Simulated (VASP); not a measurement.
Here is a VASP 6.6.1 calculation.

Contents of INCAR:

```
ALGO = Normal
EDIFF = 1E-7
ENCUT = 520
GGA = CA
ISIF = 2
ISMEAR = 1
LASPH = True
LCHARG = False
LREAL = False
LWAVE = False
NBANDS = 12
NELM = 80
PREC = Accurate
SIGMA = 0.1
```

The input KPOINTS:

```
k-points
0
Gamma
  16 16 16
```

File POSCAR:

```
Cu
1.0
    0.0241000000      1.8195500000      1.8195500000
    1.8195500000      0.0241000000      1.8195500000
    1.8195500000      1.8195500000      0.0241000000
Cu
1
Direct
    0.0000000000      0.0000000000      0.0000000000
```

Potentials or basis: VASP PAW LDA potentials, release 64 (Cu).

Launch:

```bash
$ cat potpaw_LDA.64/Cu/POTCAR > POTCAR
$ mpirun -np 1 vasp_std > vasp.out
```

Task: Estimate the pressure.

Result: -11.6 GPa.

Stress tensor (GPa, compression positive):
```
-11.58  -0.99  -0.99
 -0.99 -11.58  -0.99
 -0.99  -0.99 -11.58
```
